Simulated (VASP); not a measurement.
Wanted: the native input for a VASP 6.6.1 run.

| Item | Value |
| --- | --- |
| Task | single point |
| Functional | LDA |
| Potentials or basis | VASP PAW LDA potentials, release 64 (Fe, O) |
| Cutoff | 520 eV |
| k mesh | 12 × 12 × 12 |
| Occupations | fermi-dirac, width 0.05 eV |
| Spin | collinear spin, ferromagnetic start |
| Starting moments | [3.0, 0.0] μB |
| Hubbard terms | Fe d U = 5.0 eV |
| Dipole correction | no |
| k mesh for the DOS | 18 × 18 × 18 |
| Occupations for the DOS | tetrahedron |
| Further INCAR settings | ALGO = Normal; EDIFF = 1e-06; NBANDS = 18 |

FeO:

```
CELL_PARAMETERS angstrom
-1.60210 1.60210 2.08339
1.60210 -1.60210 2.08339
1.60210 1.60210 -2.08339
ATOMIC_POSITIONS crystal
Fe 0.00000 0.00000 0.00000
O 0.50000 0.50000 0.00000
```

One way to write it, as run:

POSCAR

```
FeO
1.0
   -1.6021034130      1.6021034130      2.0833922500
    1.6021034130     -1.6021034130      2.0833922500
    1.6021034130      1.6021034130     -2.0833922500
Fe O
1 1
Direct
    0.0000000000      0.0000000000      0.0000000000
    0.5000000000      0.5000000000      0.0000000000
```

INCAR.step1

```
PREC = Accurate ; ENCUT = 520
EDIFF = 1E-6 ; ISMEAR = -1
SIGMA = 0.05 ; LREAL = F
LASPH = T ; NELM = 150
ALGO = Normal ; ISIF = 2
LWAVE = F ; LCHARG = T
ISPIN = 2 ; MAGMOM = 3 0
LMAXMIX = 4 ; LDAU = T
LDAUTYPE = 2 ; LDAUL = 2 -1
LDAUU = 5 0 ; LDAUJ = 0 0
LDAUPRINT = 1 ; GGA = CA
NBANDS = 18
```

KPOINTS.step1

```
regular mesh
0
Gamma
  12 12 12
```

INCAR.step2

```
PREC = Accurate ; ENCUT = 520
EDIFF = 1E-6 ; ISMEAR = -5
SIGMA = 0.05 ; LREAL = F
LASPH = T ; NELM = 150
ALGO = Normal ; ISIF = 2
LWAVE = F ; LCHARG = F
ISPIN = 2 ; MAGMOM = 3 0
LORBIT = 11 ; LMAXMIX = 4
LDAU = T ; LDAUTYPE = 2
LDAUL = 2 -1 ; LDAUU = 5 0
LDAUJ = 0 0 ; LDAUPRINT = 1
GGA = CA ; NBANDS = 18
NEDOS = 1001 ; ICHARG = 11
```

KPOINTS.step2

```
regular mesh
0
Gamma
  18 18 18
```

Potentials or basis: VASP PAW LDA potentials, release 64 (Fe, O).

Launch:

```console
$ cat potpaw_LDA.64/Fe/POTCAR potpaw_LDA.64/O/POTCAR > POTCAR
$ cp INCAR.step1 INCAR
$ cp KPOINTS.step1 KPOINTS
$ mpirun -np 1 vasp_std > vasp.out
$ cp INCAR.step2 INCAR
$ cp KPOINTS.step2 KPOINTS
$ mpirun -np 1 vasp_std > vasp.out
```

It gave:

* Net moment: 4.01 μB per cell
* Site moments: Fe +3.83; O +0.19 μB
* Valence electrons inside the program's atomic spheres: Fe 6.70; O 4.95

Caveat: a cell with one magnetic atom can't hold antiferromagnetic order, which such compounds often take.

Wall time 8 min on 1 thread of Intel Xeon 8259CL (shared host), peak memory 0.4 GiB.
